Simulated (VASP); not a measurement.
TiAl (d3):

```
CELL_PARAMETERS angstrom
3.17906 0.00000 0.00000
0.00000 3.17906 0.00000
0.00000 0.00000 3.17906
ATOMIC_POSITIONS crystal
Ti 0.00000 0.00000 0.00000
Al 0.50000 0.50000 0.50000
```

* Program: VASP 6.6.1
* Task: relaxation of cell and atoms
* Functional: PBE
* Dispersion: D3(BJ)
* Potentials or basis: VASP PAW PBE potentials, release 64 (Ti_sv, Al)
* Cutoff: 600 eV
* k mesh: 14 × 14 × 14
* Occupations: gaussian, width 0.1 eV
* Spin: no spin polarisation

At the start: pressure -4.4 GPa; volume 16.06 Å³/atom.

Problem. Where does the relaxation end?

Solution. Over 19 steps the energy falls by 8.5 meV/atom and the volume is 15.46 Å³/atom (-3.8 %); space group Pm-3m (No. 221, to 0.05 Å).

Step by step:
```csv
step,energy change (eV),largest force (eV/Å),pressure (GPa),volume (Å³)
1,0.0000,0.0000,-4.35,32.13
2,-0.0094,0.0000,3.22,30.14
3,-0.0170,0.0000,0.02,30.92
4,-0.0170,0.0000,-0.09,30.94
5,-0.0170,0.0000,-0.09,30.94
6,-0.0170,0.0000,-0.10,30.94
7,-0.0170,0.0000,-0.10,30.94
8,-0.0170,0.0000,-0.10,30.94
9,-0.0170,0.0000,-0.09,30.94
10,-0.0170,0.0000,-0.09,30.94
11,-0.0170,0.0000,-0.09,30.94
12,-0.0170,0.0000,-0.07,30.94
13,-0.0170,0.0000,-0.09,30.93
14,-0.0170,0.0000,-0.08,30.93
15,-0.0170,0.0000,-0.07,30.92
16,-0.0170,0.0000,0.03,30.90
17,-0.0170,0.0000,0.04,30.91
18,-0.0170,0.0000,0.03,30.92
19,-0.0170,0.0000,0.01,30.92
```

Final structure:
```xyz
2
Lattice="3.1386 0.0000 0.0000 0.0000 3.1386 0.0000 0.0000 0.0000 3.1386" Properties=species:S:1:pos:R:3 pbc="T T T"
Ti    0.0000    0.0000    0.0000
Al    1.5693    1.5693    1.5693
```

Caveat: pairwise dispersion overbinds metals, which lowers pressure and volume.
